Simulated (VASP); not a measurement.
## BN (zincblende type): relaxation of cell and atoms with PBE

The system is BN (zincblende type).

```
CELL_PARAMETERS angstrom
0.00000 1.81238 1.81238
1.81238 0.00000 1.81238
1.81238 1.81238 0.00000
ATOMIC_POSITIONS crystal
B 0.00000 0.00000 0.00000
N 0.25000 0.25000 0.25000
```

```yaml
Program: VASP 6.6.1
Task: relaxation of cell and atoms
Functional: PBE
Potentials_or_basis: VASP PAW PBE potentials, release 64 (B, N)
Cutoff: 600 eV
k_mesh: 15 × 15 × 15
Occupations: fermi-dirac, width 0.05 eV
Spin: no spin polarisation
Target_pressure: 0.002 GPa
Dipole_correction: no
Further_INCAR_settings: ALGO = Normal; EDIFF = 1e-07; IBRION = 2; EDIFFG = -0.005; NSW = 32; ISIF = 3
```

| Item | Value |
| --- | --- |
| Pressure after relaxing | -0.1 GPa |
| Band gap on the k mesh | 4.51 eV, indirect (least direct gap 8.78 eV) |

Final structure:
```
CELL_PARAMETERS angstrom
0.00000 1.81238 1.81238
1.81238 0.00000 1.81238
1.81238 1.81238 0.00000
ATOMIC_POSITIONS crystal
B 0.00000 0.00000 0.00000
N 0.25000 0.25000 0.25000
```

Levels at points of the mesh, in eV from the valence-band top:
```
           k point  band 1  band 2  band 3  band 4  band 5  band 6  band 7  band 8
(0.00, 0.00, 0.00)  -20.14    0.00    0.00    0.00    8.78    8.78    8.78   10.22
```

Run time: 8.3 s on 1 thread of Intel(R) Xeon(R) 6975P-C (Granite Rapids), on a shared host, peak memory 0.12 GiB.

Caveat: the relaxation stopped at its first step, so nothing moved; the cell is relaxed towards a set pressure, so the enthalpy falls and the energy may rise. A k mesh can miss the band edges.
